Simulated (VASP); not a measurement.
Wanted: the native input for a VASP 6.6.1 run.

```yaml
Task: single point
Functional: BHLYP
Potentials_or_basis: VASP PAW PBE potentials, release 64 (Ga_d, N)
Cutoff: 520 eV
k_mesh: 5 × 5 × 5
Occupations: fermi-dirac, width 0.05 eV
Spin: no spin polarisation
Dipole_correction: no
Grid_for_exact_exchange_PRECFOCK: Normal
Further_INCAR_settings: ALGO = Normal; EDIFF = 1e-06; NBANDS = 16
```

GaN:

```xyz
2
Lattice="0.0000 2.2535 2.2535 2.2535 0.0000 2.2535 2.2535 2.2535 0.0000" Properties=species:S:1:pos:R:3 pbc="T T T"
Ga    0.0000    0.0000    0.0000
N     1.1268    1.1268    1.1268
```

The input as run:

POSCAR

```
GaN
1.0
    0.0000000000      2.2535006075      2.2535006075
    2.2535006075      0.0000000000      2.2535006075
    2.2535006075      2.2535006075      0.0000000000
Ga N
1 1
Direct
    0.0000000000      0.0000000000      0.0000000000
    0.2500000000      0.2500000000      0.2500000000
```

INCAR.step1

```
  PREC = Accurate
  ENCUT = 520
  EDIFF = 1E-5
  ISMEAR = -1
  SIGMA = 0.05
  LREAL = False
  LASPH = True
  NELM = 100
  ALGO = Normal
  ISIF = 2
  LWAVE = True
  LCHARG = False
  NBANDS = 16
  GGA = PE
```

INCAR.step2

```
  PREC = Accurate
  ENCUT = 520
  EDIFF = 1E-6
  ISMEAR = -1
  SIGMA = 0.05
  LREAL = False
  LASPH = True
  NELM = 100
  ALGO = Normal
  ISIF = 2
  LWAVE = False
  LCHARG = False
  GGA = B5
  LHFCALC = True
  AEXX = 0.5
  ALDAX = 0.5
  AGGAX = 0.5
  AGGAC = 1.0
  ALDAC = 0.0
  PRECFOCK = Normal
  NBANDS = 16
  ISTART = 1
```

KPOINTS

```
Automatic mesh
0
Gamma
  5 5 5
```

Potentials or basis: VASP PAW PBE potentials, release 64 (Ga_d, N).

The run is started by

```console
$ cat potpaw_PBE.64/Ga_d/POTCAR potpaw_PBE.64/N/POTCAR > POTCAR
$ cp INCAR.step1 INCAR
$ mpirun -np 1 vasp_std > vasp.out
$ cp INCAR.step2 INCAR
$ mpirun -np 1 vasp_std > vasp.out
```

It gave:

```json
{
  "Pressure": "-0.9 GPa",
  "Band gap on the k mesh": "6.00 eV, direct"
}
```

Caveat: the k points lie up to 0.48 Å⁻¹ apart; the PAW data sets were made with another functional, which shifts forces and pressure a little.

Run time: 8.1 min on 1 thread of Intel(R) Xeon(R) Platinum 8375C CPU @ 2.90GHz (Ice Lake), on a shared host, peak memory 0.15 GiB.
